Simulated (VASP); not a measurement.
Write the native input for VASP 6.6.1 that does the following.

```yaml
Task: single point
Functional: r2SCAN
Potentials_or_basis: VASP PAW PBE potentials, release 64 (Al, N)
Cutoff: 520 eV
k_mesh: 12 × 12 × 6
Occupations: gaussian, width 0.02 eV
Spin: no spin polarisation
Dipole_correction: no
Further_INCAR_settings: ALGO = Normal; EDIFF = 1e-07; NBANDS = 16
```

AlN:

```
Al N
1.0
     3.10670    0.00000    0.00000
    -1.55335    2.69048    0.00000
     0.00000    0.00000    4.97857
Al N
2 2
Cartesian
  1.5533 0.8968 2.4853
  0.0000 1.7937 4.9746
  1.5533 0.8968 4.3851
  0.0000 1.7937 1.8958
```

These files were run (other wordings do the same):

POSCAR

```
AlN
1.0
    3.1066970539      0.0000000000      0.0000000000
   -1.5533485270      2.6904785706      0.0000000000
    0.0000000000      0.0000000000      4.9785739290
Al N
2 2
Direct
    0.6666666667      0.3333333333      0.4992049919
    0.3333333333      0.6666666667      0.9992049919
    0.6666666667      0.3333333333      0.8807950081
    0.3333333333      0.6666666667      0.3807950081
```

INCAR.step1

```
PREC     = Accurate       # precision mode
ENCUT    = 520            # plane-wave cutoff, eV
ISMEAR   = 0              # smearing method
SIGMA    = 0.02           # smearing width, eV
LREAL    = False          # projectors in reciprocal space
LASPH    = True           # aspherical terms in the spheres
NELM     = 100            # most SCF steps
NBANDS   = 16             # bands
GGA      = PE             # functional
ALGO     = Normal         # electronic algorithm
EDIFF    = 1E-4           # SCF threshold, eV
LWAVE    = True           # write WAVECAR
LCHARG   = False          # write CHGCAR
```

INCAR.step2

```
PREC     = Accurate       # precision mode
ENCUT    = 520            # plane-wave cutoff, eV
EDIFF    = 1E-7           # SCF threshold, eV
ISMEAR   = 0              # smearing method
SIGMA    = 0.02           # smearing width, eV
LREAL    = False          # projectors in reciprocal space
LASPH    = True           # aspherical terms in the spheres
NELM     = 100            # most SCF steps
ALGO     = Normal         # electronic algorithm
ISIF     = 2              # what is computed and relaxed
LWAVE    = False          # write WAVECAR
LCHARG   = True           # write CHGCAR
METAGGA  = R2SCAN         # meta-GGA
LMIXTAU  = True         
LELF     = True           # ELF
LVHAR    = True         
NBANDS   = 16             # bands
ISTART   = 1
```

KPOINTS

```
Automatic mesh
0
Gamma
  12 12 6
```

Potentials or basis: VASP PAW PBE potentials, release 64 (Al, N).

Run with:

```console
$ cat potpaw_PBE.64/Al/POTCAR potpaw_PBE.64/N/POTCAR > POTCAR
$ cp INCAR.step1 INCAR
$ mpirun -np 1 vasp_std > vasp.out
$ cp INCAR.step2 INCAR
$ mpirun -np 1 vasp_std > vasp.out
```

It gave:

```
Pressure               : -0.4 GPa
Largest force          : 0.003 eV/Å
Band gap on the k mesh : 4.92 eV, direct
```

Caveat: the PAW data sets were made with another functional, which shifts forces and pressure a little.

It took 5.1 min on 1 thread of AMD EPYC 7R43 64-Core Processor (Zen 3), on a shared host, peak memory 0.15 GiB.
